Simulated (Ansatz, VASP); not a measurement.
**Two plane-wave programs on SiC**

INCAR

```
SYSTEM = SiC
PREC     = Accurate       ! precision mode
ENCUT    = 520            ! plane-wave cutoff, eV
EDIFF    = 1E-6           ! SCF threshold, eV
ISMEAR   = 0              ! smearing method
SIGMA    = 0.02           ! smearing width, eV
LREAL    = .False.        ! projectors in reciprocal space
LASPH    = .True.         ! aspherical terms in the spheres
NELM     = 100            ! most SCF steps
ALGO     = Normal         ! electronic algorithm
ISIF     = 2              ! what is computed and relaxed
LWAVE    = .False.        ! write WAVECAR
LCHARG   = .False.        ! write CHGCAR
GGA      = PE             ! functional
NBANDS   = 11             ! bands
```

KPOINTS

```
Automatic mesh
0
Gamma
  12 12 12
  0 0 0
```

File POSCAR:

```
SiC
1.0
    0.0000000000      2.1740000000      2.1740000000
    2.1740000000      0.0000000000      2.1740000000
    2.1740000000      2.1740000000      0.0000000000
Si C
1 1
Direct
    0.0530634775      0.0212465501     -0.0855473781
    0.7500000000      0.7500000000      0.7500000000
```

Input for Ansatz:

```yaml
crystal:
  lattice:
    - [0.0, 2.174, 2.174]
    - [2.174, 0.0, 2.174]
    - [2.174, 2.174, 0.0]
  atoms:
    - { symbol: Si, position: [0.0530634775, 0.0212465501, -0.0855473781] }
    - { symbol: C, position: [0.75, 0.75, 0.75] }
basis:
  ecutwfc: 420
kpoints:
  mp_grid: { grid: [12, 12, 12] }
hamiltonian:
  xc: pbe
scf:
  occupations: { method: gaussian, width: 0.02 }
output:
  forces: true
  stress: true
  eigenvalues: true
  populations: true
```

Change from the starting cell: one atom moved.

Alike in both runs: task single point; functional PBE; k mesh 12 × 12 × 12; occupations gaussian, width 0.02 eV; no spin polarisation.

|  | VASP | Ansatz |
| --- | --- | --- |
| version | VASP 6.6.1 | Ansatz 0.2.0 |
| potentials or method | VASP PAW PBE potentials, release 64 (Si, C), cutoff 520 eV | scalar-relativistic, plane waves, PAW |
| valence electrons in the cell | 8 | 8 |

Ansatz gave:

- gap on the k mesh at the Fermi level (eV): 0.23
- least direct gap on the mesh (eV): 4.02
- pressure (GPa): 9.6
- traceless stress, the component that is largest in VASP (GPa): -8.89
- rms of the force components (eV/Å): 1.896

**Question.** What did VASP give for the same quantities?

**Answer.** gap on the k mesh at the Fermi level (eV): 0.22; least direct gap on the mesh (eV): 4.02; pressure (GPa): 9.5; traceless stress, the component that is largest in VASP (GPa): -8.87; rms of the force components (eV/Å): 1.896.

Atom by atom the forces differ by 0.001 eV/Å (rms over components).
